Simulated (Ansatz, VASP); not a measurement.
## SnO in VASP and in Ansatz

```
Sn O
1.0
     3.79265    0.00000    0.00000
     0.00000    3.79265    0.00000
     0.00000    0.00000    4.75821
Sn O
2 2
Cartesian
  1.8963 0.0000 1.1469
  0.0000 1.8963 3.6113
  0.0000 0.0000 0.0000
  1.8963 1.8963 0.0000
```

Alike in both runs: task single point; functional r2SCAN; k mesh 6 × 6 × 6; occupations fermi-dirac, width 0.02 eV; no spin polarisation.

|  | VASP | Ansatz |
| --- | --- | --- |
| version | VASP 6.6.1 | Ansatz 0.2.0 |
| potentials or method | VASP PAW PBE potentials, release 64 (Sn_d, O) | plane waves, PAW |
| plane-wave cutoff (eV) | 520 | 500 |
| valence electrons in the cell | 40 | 40 |

```tsv
	VASP	Ansatz	Ansatz less VASP
pressure (GPa)	1.8	1.2	-0.62
rms of the force components (eV/Å)	0.049	0.011	-0.0381
```

VASP's potentials were made for PBE, not for r2SCAN. Atom by atom the forces differ by 0.059 eV/Å (rms over components). The functional is the same, so the differences come from potentials, cutoffs and numerics.
